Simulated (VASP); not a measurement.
# AgPdS3 (Pm-3m) in VASP: further runs, part 2 of 2

VASP 6.6.1. Earlier steps stand in the parts before.

## 4. Relaxation of cell and atoms, PBE

The input, INCAR:

```
PREC = Accurate ; ENCUT = 600
EDIFF = 1E-7 ; ISMEAR = 0
SIGMA = 0.1 ; LREAL = False
LASPH = True ; NELM = 60
ALGO = Normal ; ISIF = 3
LWAVE = False ; LCHARG = False
GGA = PE ; IBRION = 2
NSW = 90 ; EDIFFG = -0.04
```

The input, KPOINTS:

```
Automatic mesh
0
Gamma
  4 4 4
```

The input, POSCAR:

```
AgPdS3
1.0
    4.5124164363      0.0000000000      0.0000000000
    0.0000000000      4.5124164363      0.0000000000
    0.0000000000      0.0000000000      4.5124164363
Ag Pd S
1 1 3
Direct
    0.5000000000      0.5000000000      0.5000000000
    0.0000000000      0.0000000000      0.0000000000
    0.0000000000      0.5000000000      0.5000000000
    0.5000000000      0.0000000000      0.5000000000
    0.5000000000      0.5000000000      0.0000000000
```

Potentials or basis: VASP PAW PBE potentials, release 64 (Ag, Pd, S).

The run is started by

```sh
cat potpaw_PBE.64/Ag/POTCAR potpaw_PBE.64/Pd/POTCAR potpaw_PBE.64/S/POTCAR > POTCAR
mpirun -np 1 vasp_std > vasp.out
```

OUTCAR:

```text
PREC = Accurate
   ENCUT = 600
   EDIFF = 1E-7
   ISMEAR = 0
   LREAL = False
   LASPH = True
   NELM = 60
   ISIF = 3
   GGA = PE
   IBRION = 2
   NSW = 90
   EDIFFG = -0.04

 ion  position               nearest neighbor table
   1  0.500  0.500  0.500-   3 2.26   4 2.26   5 2.26   5 2.26   4 2.26   3 2.26
   2  0.000  0.000  0.000-
   3  0.000  0.500  0.500-   1 2.26   1 2.26
   4  0.500  0.000  0.500-   1 2.26   1 2.26
   5  0.500  0.500  0.000-   1 2.26   1 2.26

  LATTYP: Found a simple cubic cell.
 ALAT       =     4.5124164363

  Lattice vectors:

 A1 = (   4.5124164363,   0.0000000000,   0.0000000000)
 A2 = (   0.0000000000,   4.5124164363,   0.0000000000)
 A3 = (   0.0000000000,   0.0000000000,   4.5124164363)

Analysis of symmetry for initial positions (statically):
=====================================================================
 Subroutine PRICEL returns:
 Original cell was already a primitive cell.

 Routine SETGRP: Setting up the symmetry group for a
 simple cubic supercell.

 Subroutine GETGRP returns: Found 48 space group operations
 (whereof 48 operations were pure point group operations)
 out of a pool of 48 trial point group operations.

The static configuration has the point symmetry O_h .

Analysis of symmetry for dynamics (positions and initial velocities):
=====================================================================
 Subroutine PRICEL returns:
 Original cell was already a primitive cell.

 Routine SETGRP: Setting up the symmetry group for a
 simple cubic supercell.

 Subroutine GETGRP returns: Found 48 space group operations
 (whereof 48 operations were pure point group operations)
 out of a pool of 48 trial point group operations.

The dynamic configuration has the point symmetry O_h .

 Subroutine INISYM returns: Found 48 space group operations
 (whereof 48 operations are pure point group operations),
 and found     1 'primitive' translations

----------------------------------------------------------------------------------------

                                     Primitive cell

  volume of cell :      91.8814

  direct lattice vectors                    reciprocal lattice vectors
     4.512416436  0.000000000  0.000000000     0.221610752  0.000000000  0.000000000
     0.000000000  4.512416436  0.000000000     0.000000000  0.221610752  0.000000000
     0.000000000  0.000000000  4.512416436     0.000000000  0.000000000  0.221610752

  length of vectors
     4.512416436  4.512416436  4.512416436     0.221610752  0.221610752  0.221610752

  position of ions in fractional coordinates (direct lattice)
     0.500000000  0.500000000  0.500000000
     0.000000000  0.000000000  0.000000000
     0.000000000  0.500000000  0.500000000
     0.500000000  0.000000000  0.500000000
     0.500000000  0.500000000  0.000000000

  ion indices of the primitive-cell ions
   primitive index   ion index
                 1           1
                 2           2
                 3           3
                 4           4
                 5           5

----------------------------------------------------------------------------------------

 KPOINTS: Automatic mesh

Automatic generation of k-mesh.
 Grid dimensions read from file:
 generate k-points for:    4    4    4

 Generating k-lattice:

  Cartesian coordinates                     Fractional coordinates (reciprocal lattice)
     0.055402688  0.000000000  0.000000000     0.250000000  0.000000000  0.000000000
     0.000000000  0.055402688  0.000000000     0.000000000  0.250000000  0.000000000
     0.000000000  0.000000000  0.055402688     0.000000000  0.000000000  0.250000000

  Length of vectors
     0.055402688  0.055402688  0.055402688

  Shift w.r.t. Gamma in fractional coordinates (k-lattice)
     0.000000000  0.000000000  0.000000000

 Subroutine IBZKPT returns following result:
 ===========================================

 Found     10 irreducible k-points:

 Following reciprocal coordinates:
            Coordinates               Weight
  0.000000  0.000000  0.000000      1.000000
  0.250000  0.000000  0.000000      6.000000
  0.500000  0.000000  0.000000      3.000000
  0.250000  0.250000  0.000000     12.000000
  0.500000  0.250000  0.000000     12.000000
  0.500000  0.500000  0.000000      3.000000
  0.250000  0.250000  0.250000      8.000000
  0.500000  0.250000  0.250000     12.000000
  0.500000  0.500000  0.250000      6.000000
  0.500000  0.500000  0.500000      1.000000
   k-points           NKPTS =     10   k-points in BZ     NKDIM =     10   number of bands    NBANDS=     23
   number of dos      NEDOS =    301   number of ions     NIONS =      5
   total plane-waves  NPLWV =  46656
   dimension x,y,z NGX =    36 NGY =   36 NGZ =   36
   dimension x,y,z NGXF=    72 NGYF=   72 NGZF=   72
   ions per type =               1   1   3
   NGX,Y,Z   is equivalent  to a cutoff of  13.26, 13.26, 13.26 a.u.
   NGXF,Y,Z  is equivalent  to a cutoff of  26.53, 26.53, 26.53 a.u.
 SYSTEM =  unknown system
   PREC   = accura    normal or accurate (medium, high low for compatibility)
   ISTART =      0    job   : 0-new  1-cont  2-samecut
   ICHARG =      2    charge: 1-file 2-atom 10-const
   ISPIN  =      1    spin polarized calculation?
   LNONCOLLINEAR =      F non collinear calculations
   LSORBIT =      F    spin-orbit coupling
   LASPH  =      T    aspherical Exc in radial PAW
   ENCUT  =  600.0 eV  44.10 Ry    6.64 a.u.   9.01  9.01  9.01*2*pi/ulx,y,z
   NELM   =     60;   NELMIN=  2; NELMDL= -5     # of ELM steps
   EDIFF  = 0.1E-06   stopping-criterion for ELM
   LREAL  =      F    real-space projection
   EDIFFG = -.4E-01   stopping-criterion for IOM
   NSW    =     90    number of steps for IOM
   IBRION =      2    ionic relax: 0-MD 1-quasi-New 2-CG
   NFREE  =      1    steps in history (QN), initial steepest desc. (CG)
   ISIF   =      3    stress and relaxation
   ISYM   =      2    0-nonsym 1-usesym 2-fastsym
   POTIM  = 0.5000    time-step for ionic-motion
   TEBEG  =    0.0;   TEEND  =   0.0 temperature during run
   PSTRESS=    0.0 pullay stress
   NELECT =      39.0000    total number of electrons
   NUPDOWN=      -1.0000    fix difference up-down
   EMIN   =  10.00;   EMAX   =-10.00  energy-range for DOS
   EFERMI =   0.00;   METHOD = LEGACY
   ISMEAR =     0;   SIGMA  =   0.10  broadening in eV -4-tet -1-fermi 0-gaus
   EFERMI_NEDOS =   21; number of points for ismear=-14 and -15
   IALGO  =     38    algorithm
   IMIX   =      4    mixing-type and parameters
     AMIX     =   0.40;   BMIX     =  1.00
     AMIX_MAG =   1.60;   BMIX_MAG =  1.00
  volume/ion in A,a.u.               =      18.38       124.01
  Fermi-wavevector in a.u.,A,eV,Ry     =   1.230327  2.324981 20.595198  1.513704
  Thomas-Fermi vector in A             =   2.365180
   LORBIT       =      0    0 simple, 1 ext, 2 COOP (PROOUT), +10 PAW based schemes
   GGA     = PE    functional components
   LHFCALC =     F    Hartree Fock is set to
   AEXX    =    0.0000 exact exchange contribution
   IVDW    =     0    specifies the selected vdW correction
   LEPSILON=     F    determine dielectric tensor
   LRPA    =     F    only Hartree local field effects (RPA)
 conjugate gradient relaxation of ions
 non-spin polarized calculation
 Gauss-broadening in eV      SIGMA  =   0.10
  energy-cutoff  :      600.00
  volume of cell :       91.88
 maximum number of plane-waves:      3112
   NGX = 19   NGY = 19   NGZ = 19

--------------------------------------- Ionic step        1  -------------------------------------------

 number of electron      38.9999999 magnetization

 Free energy of the ion-electron system (eV)
  ---------------------------------------------------
  ext. energy  EPLUGINS =         0.00000000
  ---------------------------------------------------
  free energy    TOTEN  =       -14.40360255 eV

  energy without entropy =      -14.38384546  energy(sigma->0) =      -14.39372401

 E-fermi :   6.0996     XC(G=0): -10.7537

 val. band max:        6.0495394874   @ k =   0.5000   0.0000   0.0000
 cond. band min:       6.1188780874   @ k =   0.5000   0.2500   0.2500
 fundamental gap:      0.0693386000
 Fermi energy:         6.0996283178

 k-point     1 :       0.0000    0.0000    0.0000
  band No.  band energies     occupation
      1      -8.5695      2.00000
      2      -6.7198      2.00000
      3      -6.7198      2.00000
      4      -0.2364      2.00000
      5      -0.2364      2.00000
      6      -0.2364      2.00000
[... 591 lines left out ...]
  energy  without entropy=      -14.9477413044  energy(sigma->0) =      -14.96234608

--------------------------------------- Ionic step        3  -------------------------------------------

 number of electron      39.0000003 magnetization

 Free energy of the ion-electron system (eV)
  ---------------------------------------------------
  ext. energy  EPLUGINS =         0.00000000
  ---------------------------------------------------
  free energy    TOTEN  =       -15.10761946 eV

  energy without entropy =      -15.08218339  energy(sigma->0) =      -15.09490142

 E-fermi :   4.0408     XC(G=0):  -9.9157

 val. band max:        4.0017046180   @ k =   0.5000   0.0000   0.0000
 cond. band min:       4.0846185006   @ k =   0.5000   0.2500   0.2500
 fundamental gap:      0.0829138826
 Fermi energy:         4.0408067108

 k-point     1 :       0.0000    0.0000    0.0000
  band No.  band energies     occupation
      1      -9.4371      2.00000
      2      -7.9665      2.00000
      3      -7.9665      2.00000
      4      -1.2191      2.00000
      5      -1.2191      2.00000
      6      -1.2191      2.00000
[... 281 lines left out ...]
  FREE ENERGIE OF THE ION-ELECTRON SYSTEM (eV)
  ---------------------------------------------------
  free  energy   TOTEN  =       -15.1076194593 eV

  energy  without entropy=      -15.0821833879  energy(sigma->0) =      -15.09490142

 reached required accuracy - stopping structural energy minimisation
```

OSZICAR:

```text
N       E                     dE             d eps       ncg     rms          rms(c)
DAV:   1     0.268469400741E+03    0.26847E+03   -0.20010E+04   460   0.171E+03
DAV:   2    -0.843638495101E+00   -0.26931E+03   -0.26422E+03   537   0.333E+02
DAV:   3    -0.165477333203E+02   -0.15704E+02   -0.15334E+02   530   0.778E+01
[... 49 lines left out ...]
DAV:  14    -0.151076230392E+02   -0.22891E-05   -0.12376E-05   520   0.220E-02    0.180E-02
DAV:  15    -0.151076203058E+02    0.27334E-05   -0.46771E-06   467   0.172E-02    0.161E-02
DAV:  16    -0.151076197107E+02    0.59512E-06   -0.11903E-06   474   0.731E-03    0.675E-03
DAV:  17    -0.151076195030E+02    0.20765E-06   -0.24988E-07   333   0.277E-03    0.185E-03
DAV:  18    -0.151076194593E+02    0.43753E-07   -0.10599E-07   230   0.186E-03
   3 F= -.15107619E+02 E0= -.15094901E+02  d E =-.704017E+00
```

CONTCAR:

```text
AgPdS3
   1.00000000000000
     4.7714361815419144    0.0000000000000000    0.0000000000000000
     0.0000000000000000    4.7714361815419153    0.0000000000000000
    -0.0000000000000000   -0.0000000000000000    4.7714361815419153
  Ag              Pd              S
     1     1     3
Direct
     0.5000000000000000    0.5000000000000000    0.5000000000000000
     0.0000000000000000    0.0000000000000000    0.0000000000000000
     0.0000000000000000    0.5000000000000000    0.5000000000000000
     0.5000000000000000    0.0000000000000000    0.5000000000000000
     0.5000000000000000    0.5000000000000000    0.0000000000000000

  0.00000000E+00  0.00000000E+00  0.00000000E+00
  0.00000000E+00  0.00000000E+00  0.00000000E+00
  0.00000000E+00  0.00000000E+00  0.00000000E+00
  0.00000000E+00  0.00000000E+00  0.00000000E+00
  0.00000000E+00  0.00000000E+00  0.00000000E+00
```

It took 50 s on 1 thread of Intel Xeon Platinum 8488C (Sapphire Rapids), shared host; peak memory 0.22 GiB.

Results:

| Quantity | Value |
| --- | --- |
| Free energy | -15.1076 eV |
| Relaxed volume | 21.73 Å³/atom |
| Relaxed cell | a = 4.771 Å, b = 4.771 Å, c = 4.771 Å, α = 90.00°, β = 90.00°, γ = 90.00° |
| Space group after relaxing (to 0.1 Å) | Pm-3m (No. 221) |
| Energy gained by relaxing | 140.8 meV/atom |
| Ionic steps | 3 |
| Pressure after relaxing | 0.1 GPa |
| Band gap on the k mesh | zero (an odd number of electrons rules out a gap without spin polarisation) |

The path:
| step | energy change (eV) | largest force (eV/Å) | pressure (GPa) | volume (Å³) |
| --- | --- | --- | --- | --- |
| 1 | 0.0000 | 0.0000 | 15.80 | 91.88 |
| 2 | -0.5733 | 0.0000 | -4.09 | 118.15 |
| 3 | -0.7040 | 0.0000 | 0.08 | 108.63 |

Final structure:
```xyz
5
Lattice="4.7714 0.0000 0.0000 0.0000 4.7714 0.0000 0.0000 0.0000 4.7714" Properties=species:S:1:pos:R:3 pbc="T T T"
Ag    2.3857    2.3857    2.3857
Pd    0.0000    0.0000    0.0000
S     0.0000    2.3857    2.3857
S     2.3857    0.0000    2.3857
S     2.3857    2.3857    0.0000
```

Caveat: the volume moved by over 15 % at a fixed basis, so the end points are rough; an odd number of electrons without spin polarisation forces a metal; a magnetic or distorted state may lie lower.

## 5. Overview

```csv
task,cell,cutoff (eV),gap on the mesh (eV),pressure (GPa)
single point,"a = 4.512 Å, 5 atoms",520,none,15.8
single point,"a = 4.776 Å, 5 atoms",520,none,-0.1
relaxation of cell and atoms,"relaxed from a = 4.512 Å, 5 atoms",600,none,0.1
```

Alike in all rows: level PBE; potentials or basis VASP PAW PBE potentials, release 64 (Ag, Pd, S); no spin polarisation; k mesh 4 × 4 × 4; smearing gaussian 0.1 eV.

Caveats: an odd number of electrons without spin polarisation forces a metal; a magnetic or distorted state may lie lower; the cell stands under pressure (at least some runs); the volume moved by over 15 % at a fixed basis, so the end points are rough (at least some runs).

Absolute energies hang on the potentials; compare differences alone.

The gap in the log of VASP goes by the Fermi energy; the results here count the filled bands.